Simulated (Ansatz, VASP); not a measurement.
**One calculation of NaF, two programs**

File INCAR:

```
PREC = Accurate
ENCUT = 600
EDIFF = 1E-7
ISMEAR = 0
SIGMA = 0.02
LREAL = F
LASPH = T
NELM = 100
ALGO = Normal
ISIF = 3
LWAVE = F
LCHARG = F
GGA = PS
IBRION = 2
NSW = 70
EDIFFG = -0.005
```

File KPOINTS:

```
regular mesh
0
Gamma
  8 8 8
```

The input POSCAR:

```
NaF
1.0
    0.0000000000      2.3497438127      2.3497438127
    2.3497438127      0.0000000000      2.3497438127
    2.3497438127      2.3497438127      0.0000000000
Na F
1 1
Direct
    0.0000000000      0.0000000000      0.0000000000
    0.5000000000      0.5000000000      0.5000000000
```

Input for Ansatz:

```yaml
crystal:
  lattice:
    - [0.0, 2.3497438127, 2.3497438127]
    - [2.3497438127, 0.0, 2.3497438127]
    - [2.3497438127, 2.3497438127, 0.0]
  atoms:
    - { symbol: Na, position: [0.0, 0.0, 0.0] }
    - { symbol: F, position: [0.5, 0.5, 0.5] }
basis:
  ecutwfc: 420
kpoints:
  mp_grid: { grid: [8, 8, 8] }
hamiltonian:
  xc: pbesol
scf:
  occupations: { method: gaussian, width: 0.02 }
output:
  forces: true
  stress: true
  eigenvalues: true
relax:
  adjacent_minimum: "off"
  f_tol: 0.005
  max_steps: 50
  cell: { stress_tol: 0.05 }
```

Alike in both runs: task relaxation of cell and atoms; functional PBEsol; k mesh 8 × 8 × 8; occupations gaussian, width 0.02 eV; no spin polarisation.

|  | VASP | Ansatz |
| --- | --- | --- |
| version | VASP 6.6.1 | Ansatz 0.2.0 |
| potentials or method | VASP PAW PBE potentials, release 64 (Na_pv, F), cutoff 600 eV | scalar-relativistic, plane waves, PAW |
| valence electrons in the cell | 14 | 16 |

|  | VASP | Ansatz | Ansatz less VASP |
| --- | --- | --- | --- |
| gap on the k mesh at the Fermi level, each at its own relaxed structure (eV) | 6.20 | 6.20 | 0.000 |
| relaxed volume (Å³/atom) | 12.36 | 12.40 | +0.044 |
| relaxed cell length with the largest relative difference (Å) | 3.270 | 3.274 | +0.0038 |

VASP's potentials were made for PBE, not for PBEsol. VASP's potentials hold 14 valence electrons a cell and Ansatz's 16, so a difference there can come from the potentials and not from the codes.
